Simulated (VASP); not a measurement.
# NaH (Fm-3m) in VASP: a series of runs

NaH is run at these levels: r2SCAN; tasks: relaxation of the atoms.

Program: VASP 6.6.1. These are calculated values, not measurements. Logs are shortened: lines on timing, memory, paths and dates and some standing lists are left out, and cuts for length are marked.

### Step 1. The cell of the first run

The structure is cubic, space group Fm-3m (No. 225). The conventional cell has a = 4.697 Å, b = 4.697 Å, c = 4.697 Å, α = 90.00°, β = 90.00°, γ = 90.00°. Na (site symmetry m-3m) has 6 H at 2.35 Å within 3.1 Å. H (site symmetry m-3m) has 6 Na at 2.35 Å within 3.1 Å.

### Step 2. Relaxation of the atoms, r2SCAN

The input, POSCAR:

```
NaH
1.0
    0.0000000000      2.3484327900      2.3484327900
    2.3484327900      0.0000000000      2.3484327900
    2.3484327900      2.3484327900      0.0000000000
Na H
1 1
Direct
    0.0000000000      0.0000000000      0.0000000000
    0.5000000000      0.5000000000      0.5000000000
```

The input, INCAR.step1:

```
  PREC = Accurate
  ENCUT = 520
  ISMEAR = -1
  SIGMA = 0.02
  LREAL = False
  LASPH = True
  NELM = 60
  GGA = PE
  ALGO = Normal
  EDIFF = 1E-4
  LWAVE = True
  LCHARG = False
```

The input, INCAR.step2:

```
  PREC = Accurate
  ENCUT = 520
  EDIFF = 1E-7
  ISMEAR = -1
  SIGMA = 0.02
  LREAL = False
  LASPH = True
  NELM = 60
  ALGO = Normal
  ISIF = 2
  LWAVE = False
  LCHARG = False
  METAGGA = R2SCAN
  LMIXTAU = True
  IBRION = 2
  NSW = 50
  EDIFFG = -0.01
  ISTART = 1
```

The input, KPOINTS:

```
regular mesh
0
Gamma
  10 10 10
```

Potentials or basis: VASP PAW PBE potentials, release 64 (Na_pv, H).

Run with:

```sh
> cat potpaw_PBE.64/Na_pv/POTCAR potpaw_PBE.64/H/POTCAR > POTCAR
> cp INCAR.step1 INCAR
> mpirun -np 1 vasp_std > vasp.out
> cp INCAR.step2 INCAR
> mpirun -np 1 vasp_std > vasp.out
```

OUTCAR:

```text
PREC = Accurate
   ENCUT = 520
   EDIFF = 1E-7
   ISMEAR = -1
   LREAL = False
   LASPH = True
   NELM = 60
   ISIF = 2
   METAGGA = R2SCAN
   IBRION = 2
   NSW = 50
   EDIFFG = -0.01
   ISTART = 1

 ion  position               nearest neighbor table
   1  0.000  0.000  0.000-
   2  0.500  0.500  0.500-

  LATTYP: Found a face centered cubic cell.
 ALAT       =     4.6968655800

  Lattice vectors:

 A1 = (   0.0000000000,   2.3484327900,   2.3484327900)
 A2 = (   2.3484327900,   0.0000000000,   2.3484327900)
 A3 = (   2.3484327900,   2.3484327900,   0.0000000000)

Analysis of symmetry for initial positions (statically):
=====================================================================
 Subroutine PRICEL returns:
 Original cell was already a primitive cell.

 Routine SETGRP: Setting up the symmetry group for a
 face centered cubic supercell.

 Subroutine GETGRP returns: Found 48 space group operations
 (whereof 48 operations were pure point group operations)
 out of a pool of 48 trial point group operations.

The static configuration has the point symmetry O_h .

Analysis of symmetry for dynamics (positions and initial velocities):
=====================================================================
 Subroutine PRICEL returns:
 Original cell was already a primitive cell.

 Routine SETGRP: Setting up the symmetry group for a
 face centered cubic supercell.

 Subroutine GETGRP returns: Found 48 space group operations
 (whereof 48 operations were pure point group operations)
 out of a pool of 48 trial point group operations.

The dynamic configuration has the point symmetry O_h .

 Subroutine INISYM returns: Found 48 space group operations
 (whereof 48 operations are pure point group operations),
 and found     1 'primitive' translations

----------------------------------------------------------------------------------------

                                     Primitive cell

  volume of cell :      25.9039

  direct lattice vectors                    reciprocal lattice vectors
     0.000000000  2.348432790  2.348432790    -0.212907945  0.212907945  0.212907945
     2.348432790  0.000000000  2.348432790     0.212907945 -0.212907945  0.212907945
     2.348432790  2.348432790  0.000000000     0.212907945  0.212907945 -0.212907945

  length of vectors
     3.321185502  3.321185502  3.321185502     0.368767379  0.368767379  0.368767379

  position of ions in fractional coordinates (direct lattice)
     0.000000000  0.000000000  0.000000000
     0.500000000  0.500000000  0.500000000

  ion indices of the primitive-cell ions
   primitive index   ion index
                 1           1
                 2           2

----------------------------------------------------------------------------------------

 KPOINTS: regular mesh

Automatic generation of k-mesh.
 Grid dimensions read from file:
 generate k-points for:   10   10   10

 Generating k-lattice:

  Cartesian coordinates                     Fractional coordinates (reciprocal lattice)
    -0.021290795  0.021290795  0.021290795     0.100000000  0.000000000  0.000000000
     0.021290795 -0.021290795  0.021290795     0.000000000  0.100000000  0.000000000
     0.021290795  0.021290795 -0.021290795     0.000000000  0.000000000  0.100000000

  Length of vectors
     0.036876738  0.036876738  0.036876738

  Shift w.r.t. Gamma in fractional coordinates (k-lattice)
     0.000000000  0.000000000  0.000000000

 Subroutine IBZKPT returns following result:
 ===========================================

 Found     47 irreducible k-points:

 Following reciprocal coordinates:
            Coordinates               Weight
  0.000000  0.000000  0.000000      1.000000
  0.100000  0.000000  0.000000      8.000000
  0.200000  0.000000  0.000000      8.000000
  0.300000  0.000000  0.000000      8.000000
  0.400000  0.000000  0.000000      8.000000
  0.500000  0.000000  0.000000      4.000000
[... 16 lines left out ...]
  0.300000  0.300000  0.000000      6.000000
  0.400000  0.300000  0.000000     24.000000
 [... further k-points ...]
   k-points           NKPTS =     47   k-points in BZ     NKDIM =     47   number of bands    NBANDS=      8
   number of dos      NEDOS =    301   number of ions     NIONS =      2
   total plane-waves  NPLWV =  21952
   dimension x,y,z NGX =    28 NGY =   28 NGZ =   28
   dimension x,y,z NGXF=    56 NGYF=   56 NGZF=   56
   ions per type =               1   1
   NGX,Y,Z   is equivalent  to a cutoff of  14.02, 14.02, 14.02 a.u.
   NGXF,Y,Z  is equivalent  to a cutoff of  28.03, 28.03, 28.03 a.u.
 SYSTEM =  unknown system
   PREC   = accura    normal or accurate (medium, high low for compatibility)
   ISTART =      1    job   : 0-new  1-cont  2-samecut
   ICHARG =      0    charge: 1-file 2-atom 10-const
   ISPIN  =      1    spin polarized calculation?
   LNONCOLLINEAR =      F non collinear calculations
   LSORBIT =      F    spin-orbit coupling
   LASPH  =      T    aspherical Exc in radial PAW
   ENCUT  =  520.0 eV  38.22 Ry    6.18 a.u.   6.18  6.18  6.18*2*pi/ulx,y,z
   NELM   =     60;   NELMIN=  2; NELMDL=  0     # of ELM steps
   EDIFF  = 0.1E-06   stopping-criterion for ELM
   LREAL  =      F    real-space projection
   EDIFFG = -.1E-01   stopping-criterion for IOM
   NSW    =     50    number of steps for IOM
   IBRION =      2    ionic relax: 0-MD 1-quasi-New 2-CG
   NFREE  =      1    steps in history (QN), initial steepest desc. (CG)
   ISIF   =      2    stress and relaxation
   ISYM   =      2    0-nonsym 1-usesym 2-fastsym
   POTIM  = 0.5000    time-step for ionic-motion
   TEBEG  =    0.0;   TEEND  =   0.0 temperature during run
   PSTRESS=    0.0 pullay stress
   NELECT =       8.0000    total number of electrons
   NUPDOWN=      -1.0000    fix difference up-down
   EMIN   =  10.00;   EMAX   =-10.00  energy-range for DOS
   EFERMI =   0.00;   METHOD = LEGACY
   ISMEAR =    -1;   SIGMA  =   0.02  broadening in eV -4-tet -1-fermi 0-gaus
   EFERMI_NEDOS =   21; number of points for ismear=-14 and -15
   IALGO  =     38    algorithm
   IMIX   =      4    mixing-type and parameters
     AMIX     =   0.40;   BMIX     =  1.00
     AMIX_MAG =   1.60;   BMIX_MAG =  1.00
  volume/ion in A,a.u.               =      12.95        87.40
  Fermi-wavevector in a.u.,A,eV,Ry     =   1.106581  2.091136 16.660638  1.224522
  Thomas-Fermi vector in A             =   2.243084
   LORBIT       =      0    0 simple, 1 ext, 2 COOP (PROOUT), +10 PAW based schemes
   METAGGA = R2SCAN    functional components
   LHFCALC =     F    Hartree Fock is set to
   AEXX    =    0.0000 exact exchange contribution
   IVDW    =     0    specifies the selected vdW correction
   LEPSILON=     F    determine dielectric tensor
   LRPA    =     F    only Hartree local field effects (RPA)
 conjugate gradient relaxation of ions
 non-spin polarized calculation
  energy-cutoff  :      520.00
  volume of cell :       25.90
 maximum number of plane-waves:       725
 NGX is ok and might be reduce to    28
   NGX = 13   NGY = 13   NGZ = 13

 number of electron       8.0000005 magnetization

 Free energy of the ion-electron system (eV)
  ---------------------------------------------------
  ext. energy  EPLUGINS =         0.00000000
  ---------------------------------------------------
  free energy    TOTEN  =        -7.59633317 eV

  energy without entropy =       -7.59633317  energy(sigma->0) =       -7.59633317

 E-fermi :  -0.7281     XC(G=0):  -8.4604

 val. band max:       -1.2019649545   @ k =  -0.3000   0.5000   0.2000
 cond. band min:       3.3414755403   @ k =   0.5000   0.0000   0.0000
 fundamental gap:      4.5434404949
 Fermi energy:        -0.7280568315

 k-point     1 :       0.0000    0.0000    0.0000
  band No.  band energies     occupation
      1     -23.9265      2.00000
      2     -23.9261      2.00000
      3     -23.9261      2.00000
      4      -4.9740      2.00000
      5      11.0662      0.00000
      6      15.8228      0.00000
      7      15.8228      0.00000
      8      15.8229      0.00000

 k-point     2 :       0.1000    0.0000    0.0000
  band No.  band energies     occupation
      1     -23.9378      2.00000
      2     -23.9278      2.00000
      3     -23.9274      2.00000
      4      -4.7875      2.00000
      5      10.3243      0.00000
      6      13.6910      0.00000
      7      15.2212      0.00000
      8      15.2214      0.00000

 k-point     3 :       0.2000    0.0000    0.0000
  band No.  band energies     occupation
      1     -23.9678      2.00000
      2     -23.9312      2.00000
      3     -23.9308      2.00000
      4      -4.2479      2.00000
      5       8.3059      0.00000
      6      12.2555      0.00000
      7      14.4285      0.00000
      8      14.4289      0.00000

 k-point     4 :       0.3000    0.0000    0.0000
  band No.  band energies     occupation
      1     -24.0045      2.00000
      2     -23.9353      2.00000
      3     -23.9350      2.00000
      4      -3.4270      2.00000
      5       6.0023      0.00000
      6      11.5697      0.00000
      7      13.8049      0.00000
      8      13.8055      0.00000

 k-point     5 :       0.4000    0.0000    0.0000
  band No.  band energies     occupation
      1     -24.0339      2.00000
      2     -23.9387      2.00000
      3     -23.9383      2.00000
      4      -2.5208      2.00000
      5       4.1358      0.00000
      6      11.2355      0.00000
      7      13.4099      0.00000
      8      13.4106      0.00000
[... 177 lines left out ...]
 k-point    22 :      -0.2000    0.2000    0.0000
  band No.  band energies     occupation
      1     -23.9983      2.00000
      2     -23.9564      2.00000
      3     -23.9345      2.00000
      4      -3.1742      2.00000
      5       6.5732      0.00000
      6       8.5231      0.00000
      7      14.0697      0.00000
      8      14.6822      0.00000

 k-point    23 :       0.3000    0.3000    0.0000
  band No.  band energies     occupation
      1     -23.9977      2.00000
      2     -23.9521      2.00000
      3     -23.9519      2.00000
      4      -2.9910      2.00000
      5       6.4624      0.00000
      6      10.9532      0.00000
      7      11.6132      0.00000
      8      11.6132      0.00000

 k-point    24 :       0.4000    0.3000    0.0000
  band No.  band energies     occupation
      1     -24.0122      2.00000
      2     -23.9598      2.00000
      3     -23.9565      2.00000
      4      -2.3487      2.00000
      5       5.5390      0.00000
      6       9.1353      0.00000
      7      11.3291      0.00000
      8      12.3106      0.00000

 [... further k-points ...]
[... 5 lines left out ...]
  --------------------------------------------------------------------------------------
  -------------------------------------------------------------------------------------
  Total        0.2449141      0.2449141      0.2449141     -0.0000000      0.0000000      0.0000000
  in kB       15.1481655     15.1481655     15.1481655     -0.0000000      0.0000000      0.0000000
  external PRESSURE =      15.1481655 kB  Pullay stress =       0.0000000 kB

 VOLUME and BASIS-vectors are now :
 -----------------------------------------------------------------------------
  energy-cutoff  :      520.00
  volume of cell :       25.90
      direct lattice vectors                 reciprocal lattice vectors
     0.000000000  2.348432790  2.348432790    -0.212907945  0.212907945  0.212907945
     2.348432790  0.000000000  2.348432790     0.212907945 -0.212907945  0.212907945
     2.348432790  2.348432790  0.000000000     0.212907945  0.212907945 -0.212907945

 POSITION                                       TOTAL-FORCE (eV/Angst)
 -----------------------------------------------------------------------------------
      0.00000      0.00000      0.00000         0.000000     -0.000000     -0.000000
      2.34843      2.34843      2.34843        -0.000000      0.000000      0.000000
 -----------------------------------------------------------------------------------
    total drift:                               -0.000000      0.000000      0.000000

  FREE ENERGIE OF THE ION-ELECTRON SYSTEM (eV)
  ---------------------------------------------------
  free  energy   TOTEN  =        -7.5963331698 eV

  energy  without entropy=       -7.5963331698  energy(sigma->0) =       -7.59633317

 reached required accuracy - stopping structural energy minimisation
```

Run time: 1.7 min. Hardware: 1 thread of Oxide Virtual Turin-like, shared host; peak memory 0.12 GiB.

What came out:

- Free energy: -7.5963 eV
- Pressure after relaxing: 1.5 GPa
- Band gap on the k mesh: 4.54 eV, indirect (least direct gap 5.39 eV)

Final structure:
```
CELL_PARAMETERS angstrom
0.00000 2.34843 2.34843
2.34843 0.00000 2.34843
2.34843 2.34843 0.00000
ATOMIC_POSITIONS crystal
Na 0.00000 0.00000 0.00000
H 0.50000 0.50000 0.50000
```

Caveat: the relaxation stopped at its first step, so nothing moved; the PAW data sets were made with another functional, which shifts forces and pressure a little. r2SCAN opens gaps a little over a GGA but as a rule still falls short of measured ones.

(Part 1 of 2 ends here.)
